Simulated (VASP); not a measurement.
Input of a VASP 6.6.1 run:

The input INCAR:

```
ALGO = Normal
EDIFF = 1E-6
ENCUT = 520
GGA = PE
ISIF = 2
ISMEAR = 0
LASPH = T
LCHARG = F
LREAL = F
LWAVE = F
NBANDS = 31
NELM = 60
PREC = Accurate
SIGMA = 0.1
```

KPOINTS

```
k-points
0
Gamma
  12 12 6
```

Contents of POSCAR:

```
Nb2SnSe
1.0
    3.3804254063      0.0000000000      0.0000000000
   -1.6902127031      2.9275342774      0.0000000000
    0.0000000000      0.0000000000      7.7981539176
Nb Sn Se
2 1 1
Direct
    0.3333333333      0.6666666667      0.7249476361
    0.3333333333      0.6666666667      0.2750523639
    0.6666666667      0.3333333333      0.0000000000
    0.0000000000      0.0000000000      0.5000000000
```

Potentials or basis: VASP PAW PBE potentials, release 64 (Nb_sv, Sn_d, Se).

Command:

```bash
$ cat potpaw_PBE.64/Nb_sv/POTCAR potpaw_PBE.64/Sn_d/POTCAR potpaw_PBE.64/Se/POTCAR > POTCAR
$ mpirun -np 1 vasp_std > vasp.out
```

(1) What does it give for the band gap on the k mesh?

(2) Predict the pressure.

(3) Estimate the largest force.

Results:

(1) zero (bands 23 and 24 overlap by 0.97 eV).

(2) -0.1 GPa.

(3) 0.003 eV/Å.

Caveat: spin-orbit coupling is left out, which moves the levels of the heavy elements.
